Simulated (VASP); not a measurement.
# BeTe (I-4m2) in VASP: further runs, part 2 of 2

VASP 6.6.1.

**3. Single point, r2SCAN (strain +0.000 along x and y, +0.080 along z)**

Input file POSCAR:

```
BeTe
1.0
    0.0000000000      2.7700000000      2.9916000000
    2.7700000000      0.0000000000      2.9916000000
    2.7700000000      2.7700000000      0.0000000000
Be Te
1 1
Direct
    0.0000000000      0.0000000000      0.0000000000
    0.7500000000      0.7500000000      0.7500000000
```

Input file INCAR.step1:

```
ALGO = Normal
EDIFF = 1E-5
ENCUT = 660
GGA = PE
GGA_COMPAT = False
ISMEAR = 0
LASPH = True
LCHARG = False
LREAL = False
LWAVE = True
NBANDS = 11
NELM = 120
PREC = Accurate
SIGMA = 0.05
```

Input file INCAR.step2:

```
ALGO = Normal
EDIFF = 1E-6
ENCUT = 660
GGA_COMPAT = False
ISIF = 2
ISMEAR = 0
ISTART = 1
LASPH = True
LCHARG = False
LMIXTAU = True
LREAL = False
LWAVE = False
METAGGA = R2SCAN
NBANDS = 11
NELM = 120
PREC = Accurate
SIGMA = 0.05
```

Input file KPOINTS:

```
k-points
0
Gamma
  8 8 8
```

Potentials or basis: VASP PAW PBE potentials, release 64 (Be, Te).

Run with:

```console
> cat potpaw_PBE.64/Be/POTCAR potpaw_PBE.64/Te/POTCAR > POTCAR
> cp INCAR.step1 INCAR
> mpirun -np 1 vasp_std > vasp.out
> cp INCAR.step2 INCAR
> mpirun -np 1 vasp_std > vasp.out
```

OUTCAR:

```text
EDIFF = 1E-6
   ENCUT = 660
   ISIF = 2
   ISMEAR = 0
   ISTART = 1
   LASPH = True
   LREAL = False
   METAGGA = R2SCAN
   NELM = 120
   PREC = Accurate

 ion  position               nearest neighbor table
   1  0.000  0.000  0.000-   2 2.46   2 2.46   2 2.46   2 2.46
   2  0.750  0.750  0.750-   1 2.46   1 2.46   1 2.46   1 2.46

  LATTYP: Found a body centered tetragonal cell.
 ALAT       =     3.9173715678
 C/A-ratio  =     1.5273506474

  Lattice vectors:

 A1 = (  -2.7700000000,   0.0000000000,   2.9916000000)
 A2 = (   2.7700000000,   0.0000000000,   2.9916000000)
 A3 = (   0.0000000000,   2.7700000000,  -2.9916000000)

Analysis of symmetry for initial positions (statically):
=====================================================================
 Subroutine PRICEL returns:
 Original cell was already a primitive cell.

 Routine SETGRP: Setting up the symmetry group for a
 body centered tetragonal supercell.

 Subroutine GETGRP returns: Found  8 space group operations
 (whereof  8 operations were pure point group operations)
 out of a pool of 16 trial point group operations.

[... 172 lines left out ...]
      1      -7.9622      2.00000
      2       4.3064      2.00000
      3       4.7906      2.00000
      4       4.7906      2.00000
      5       8.6623      0.00000
      6       8.6623      0.00000
      7       8.8147      0.00000
      8       8.8789      0.00000
      9      13.6386      0.00000
     10      14.4406      0.00000
     11      15.6228      0.00000
[... 309 lines left out ...]
 k-point    24 :       0.3750    0.0000    0.1250
  band No.  band energies     occupation
      1      -6.8972      2.00000
      2       0.2156      2.00000
      3       2.9705      2.00000
      4       3.4299      2.00000
      5       8.3306      0.00000
      6       9.7306      0.00000
      7      10.6693      0.00000
      8      11.5418      0.00000
      9      15.0448      0.00000
     10      15.4469      0.00000
     11      16.4554      0.00000

 [... further k-points ...]

------------------------ aborting loop because EDIFF is reached ----------------------------------------

  FORCE on cell =-STRESS in cart. coord.  units (eV):
  Direction    XX          YY          ZZ          XY          YZ          ZX
  --------------------------------------------------------------------------------------
  -------------------------------------------------------------------------------------
  Total        0.3269219      0.3269219     -1.2280470      0.0000000     -0.0000000      0.0000000
  in kB       11.4093650     11.4093650    -42.8580615      0.0000000     -0.0000000      0.0000000
  external PRESSURE =      -6.6797771 kB  Pullay stress =       0.0000000 kB

 VOLUME and BASIS-vectors are now :
 -----------------------------------------------------------------------------
  energy-cutoff  :      660.00
  volume of cell :       45.91
      direct lattice vectors                 reciprocal lattice vectors
     0.000000000  2.770000000  2.991600000    -0.180505415  0.180505415  0.167134644
     2.770000000  0.000000000  2.991600000     0.180505415 -0.180505415  0.167134644
     2.770000000  2.770000000  0.000000000     0.180505415  0.180505415 -0.167134644

 POSITION                                       TOTAL-FORCE (eV/Angst)
 -----------------------------------------------------------------------------------
      0.00000      0.00000      0.00000         0.000000      0.000000     -0.000000
      4.15500      4.15500      4.48740        -0.000000     -0.000000      0.000000
 -----------------------------------------------------------------------------------
    total drift:                               -0.000000     -0.000000     -0.000000

  FREE ENERGIE OF THE ION-ELECTRON SYSTEM (eV)
  ---------------------------------------------------
  free  energy   TOTEN  =       -30.6464406644 eV

  energy  without entropy=      -30.6464406644  energy(sigma->0) =      -30.64644066
```

It took 96 s on 1 thread of Intel Xeon Platinum 8259CL at 2.50GHz (Skylake/Cascade Lake), shared host; peak memory 0.24 GiB.

Results:

| Property | Result |
| --- | --- |
| Free energy | -30.6464 eV |
| Pressure | -0.7 GPa |
| Band gap on the k mesh | 2.08 eV (least direct gap 3.87 eV) |

Caveat: the cell differs from its parent crystal (strain +0.000 along x and y, +0.080 along z); the PAW data sets were made with another functional, which shifts forces and pressure a little; spin-orbit coupling is left out, which moves the levels of the heavy elements. A k mesh can miss the band edges.

**4. Single point, r2SCAN (strain +0.040 along x and y, +0.000 along z)**

Input file POSCAR:

```
BeTe
1.0
    0.0000000000      2.8808000000      2.7700000000
    2.8808000000      0.0000000000      2.7700000000
    2.8808000000      2.8808000000      0.0000000000
Be Te
1 1
Direct
    0.0000000000      0.0000000000      0.0000000000
    0.7500000000      0.7500000000      0.7500000000
```

Input file INCAR.step1:

```
SYSTEM = BeTe
ALGO = Normal
EDIFF = 1E-5
ENCUT = 660
GGA = PE
GGA_COMPAT = .False.
ISMEAR = 0
LASPH = .True.
LCHARG = .False.
LREAL = .False.
LWAVE = .True.
NBANDS = 11
NELM = 120
PREC = Accurate
SIGMA = 0.05
```

Input file INCAR.step2:

```
SYSTEM = BeTe
ALGO = Normal
EDIFF = 1E-6
ENCUT = 660
GGA_COMPAT = .False.
ISIF = 2
ISMEAR = 0
ISTART = 1
LASPH = .True.
LCHARG = .False.
LMIXTAU = .True.
LREAL = .False.
LWAVE = .False.
METAGGA = R2SCAN
NBANDS = 11
NELM = 120
PREC = Accurate
SIGMA = 0.05
```

Input file KPOINTS:

```
k-points
0
Gamma
  8 8 8
  0 0 0
```

Run with:

```console
> cat potpaw_PBE.64/Be/POTCAR potpaw_PBE.64/Te/POTCAR > POTCAR
> cp INCAR.step1 INCAR
> mpirun -np 1 vasp_std > vasp.out
> cp INCAR.step2 INCAR
> mpirun -np 1 vasp_std > vasp.out
```

Wall time 2.1 min (1 thread of Intel Xeon Platinum 8259CL at 2.50GHz (Skylake/Cascade Lake), shared host); peak memory 0.24 GiB.

The run converged. Its results:

```yaml
Free_energy: -30.6757 eV
Pressure: -0.8 GPa
Band_gap_on_the_k_mesh: 2.10 eV (least direct gap 3.87 eV)
```

Stress tensor (GPa, compression positive):
```
-1.50  0.00  0.00
 0.00 -1.50  0.00
 0.00  0.00  0.75
```

Levels at points of the mesh, in eV from the valence-band top:
```
           k point  band 2  band 3  band 4  band 5  band 6  band 7
(0.00, 0.00, 0.00)   -0.20   -0.20    0.00    3.87    3.95    3.95
(0.50, 0.00, 0.00)   -5.70   -1.42   -1.09    3.29    4.78    5.08
(0.50, 0.50, 0.00)   -5.16   -2.94   -2.94    2.10    2.68   10.27
(0.50, 0.00, 0.50)   -5.38   -2.71   -2.63    2.37    3.02   10.07
```

Caveat: the cell differs from its parent crystal (strain +0.040 along x and y, +0.000 along z); the PAW data sets were made with another functional, which shifts forces and pressure a little; spin-orbit coupling is left out, which moves the levels of the heavy elements. A k mesh can miss the band edges.

**5. Single point, r2SCAN (strain +0.080 along x and y, +0.000 along z)**

Input file POSCAR:

```
BeTe
1.0
    0.0000000000      2.9916000000      2.7700000000
    2.9916000000      0.0000000000      2.7700000000
    2.9916000000      2.9916000000      0.0000000000
Be Te
1 1
Direct
    0.0000000000      0.0000000000      0.0000000000
    0.7500000000      0.7500000000      0.7500000000
```

Input file INCAR.step1:

```
ALGO = Normal
EDIFF = 1E-5
ENCUT = 660
GGA = PE
GGA_COMPAT = F
ISMEAR = 0
LASPH = T
LCHARG = F
LREAL = F
LWAVE = T
NBANDS = 11
NELM = 120
PREC = Accurate
SIGMA = 0.05
```

Input file INCAR.step2:

```
ALGO = Normal
EDIFF = 1E-6
ENCUT = 660
GGA_COMPAT = F
ISIF = 2
ISMEAR = 0
ISTART = 1
LASPH = T
LCHARG = F
LMIXTAU = T
LREAL = F
LWAVE = F
METAGGA = R2SCAN
NBANDS = 11
NELM = 120
PREC = Accurate
SIGMA = 0.05
```

Input file KPOINTS:

```
k-points
0
Gamma
  8 8 8
```

Run with:

```console
> cat potpaw_PBE.64/Be/POTCAR potpaw_PBE.64/Te/POTCAR > POTCAR
> cp INCAR.step1 INCAR
> mpirun -np 1 vasp_std > vasp.out
> cp INCAR.step2 INCAR
> mpirun -np 1 vasp_std > vasp.out
```

Run time: 2.3 min. Hardware: 1 thread of Intel Xeon Platinum 8259CL at 2.50GHz (Skylake/Cascade Lake), shared host; peak memory 0.23 GiB.

Results (log left out):

```
Free energy            : -30.5911 eV
Pressure               : -4.5 GPa
Band gap on the k mesh : 2.06 eV (least direct gap 3.46 eV)
```

Stress tensor (GPa, compression positive):
```
-5.76  0.00  0.00
 0.00 -5.76  0.00
 0.00  0.00 -1.84
```

Levels at points of the mesh, in eV from the valence-band top:
| k point | band 1 | band 2 | band 3 | band 4 | band 5 | band 6 | band 7 | band 8 | band 9 |
| --- | --- | --- | --- | --- | --- | --- | --- | --- | --- |
| (0.00, 0.00, 0.00) | -12.33 | -0.34 | -0.34 | 0.00 | 3.46 | 3.82 | 3.96 | 3.96 | 8.62 |
| (0.50, 0.00, 0.00) | -11.14 | -5.32 | -1.50 | -0.94 | 2.91 | 4.62 | 5.20 | 8.28 | 10.69 |
| (0.50, 0.50, 0.00) | -10.55 | -4.73 | -2.90 | -2.90 | 2.06 | 2.46 | 9.71 | 9.71 | 11.89 |
| (0.50, 0.00, 0.50) | -10.79 | -5.14 | -2.46 | -2.34 | 2.52 | 3.12 | 9.29 | 9.55 | 11.21 |

Caveat: the cell differs from its parent crystal (strain +0.080 along x and y, +0.000 along z); the cell stands under tension; the PAW data sets were made with another functional, which shifts forces and pressure a little; spin-orbit coupling is left out, which moves the levels of the heavy elements.

**6. The runs side by side**

```csv
cell,gap on the mesh (eV),pressure (GPa)
"a = 3.930, b = 3.930, c = 4.231 Å, angles 57.4, 57.4, 65.1°, 2 atoms",1.38,-0.5
"a = 4.077, b = 4.077, c = 3.917 Å, angles 61.3, 61.3, 57.4°, 2 atoms",2.08,-0.7
"a = 3.996, b = 3.996, c = 4.074 Å, angles 59.4, 59.4, 61.3°, 2 atoms",2.10,-0.8
"a = 4.077, b = 4.077, c = 4.231 Å, angles 58.7, 58.7, 62.5°, 2 atoms",2.06,-4.5
```

Alike in all rows: task single point; level r2SCAN; potentials or basis VASP PAW PBE potentials, release 64 (Be, Te); no spin polarisation; k mesh 8 × 8 × 8; cutoff (eV) 660; smearing gaussian 0.05 eV.

Caveats: the PAW data sets were made with another functional, which shifts forces and pressure a little; spin-orbit coupling is left out, which moves the levels of the heavy elements; the cell stands under tension (at least some runs).

Total energies depend on the potentials used, so only differences within one code and one set of settings carry meaning.
